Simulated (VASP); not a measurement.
Set up this calculation in VASP 6.6.1, as the native input.

| Item | Value |
| --- | --- |
| Task | single point |
| Functional | PBE |
| Potentials or basis | VASP PAW PBE potentials, release 64 (Eu, Li_sv, Mg) |
| Cutoff | 520 eV |
| k mesh | 5 × 5 × 3, shifted |
| Occupations | fermi-dirac, width 0.0478 eV |
| Spin | collinear spin, ferromagnetic start |
| Starting moments | [7.7, 0.02, 0.02, 0.03, 0.03] μB |
| Hubbard terms | Eu f U = 4.93 eV, J = 0.95 eV |
| Dipole correction | no |
| LDAUTYPE | 1 |
| Hund's J | 0.95 |
| Further INCAR settings | ALGO = Normal; EDIFF = 1e-06; NBANDS = 26 |

The structure of Li2EuMg2 lies in POSCAR:

```
Li2EuMg2
1.0
    5.3185275775     -0.0374546111      0.0007033037
   -2.7132605955      4.4700449640      0.8776980761
    0.0673725815      1.6730170317      5.7140233820
Eu Li Mg
1 2 2
Direct
    0.0376696249      0.0158717682      1.0034696311
    0.6204253225      0.1910243699      0.2573594951
    0.4549097152      0.8407144640      0.7495799164
    0.8223798390      0.5810912416      0.6423026789
    0.2529464984      0.4506431562      0.3646372785
```

These files were run (other wordings do the same):

INCAR

```
SYSTEM = Li2EuMg2
  PREC = Accurate
  ENCUT = 520
  EDIFF = 1E-6
  ISMEAR = -1
  SIGMA = 0.0478
  LREAL = .FALSE.
  LASPH = .TRUE.
  NELM = 150
  ALGO = Normal
  ISIF = 2
  LWAVE = .FALSE.
  LCHARG = .TRUE.
  ISPIN = 2
  MAGMOM = 7.7 0.02 0.02 0.03 0.03
  LORBIT = 11
  LMAXMIX = 6
  LDAU = .TRUE.
  LDAUTYPE = 1
  LDAUL = 3 -1 -1
  LDAUU = 4.93 0 0
  LDAUJ = 0.95 0 0
  LDAUPRINT = 1
  GGA = PE
  LELF = .TRUE.
  LVHAR = .TRUE.
  NBANDS = 26
```

KPOINTS

```
Automatic mesh
0
Gamma
  5 5 3
  0.5 0.5 0.5
```

Potentials or basis: VASP PAW PBE potentials, release 64 (Eu, Li_sv, Mg).

The run is started by

```sh
$ cat potpaw_PBE.64/Eu/POTCAR potpaw_PBE.64/Li_sv/POTCAR potpaw_PBE.64/Mg/POTCAR > POTCAR
$ mpirun -np 1 vasp_std > vasp.out
```

Results of the run:

```yaml
Largest_force: 0.007 eV/Å
Net_moment: 7.57 μB per cell
Site_moments: Eu +6.77; Li +0.01; Mg +0.01 μB
Valence_electrons_inside_the_program's_atomic_spheres: Eu 14.86; Li 2.08; Mg 0.34
```

Caveat: the k points lie up to 0.40 Å⁻¹ apart.

Wall time 8.9 min on 1 thread of AMD EPYC 7R43 64-Core Processor (Zen 3), with other jobs on the host, peak memory 0.44 GiB.
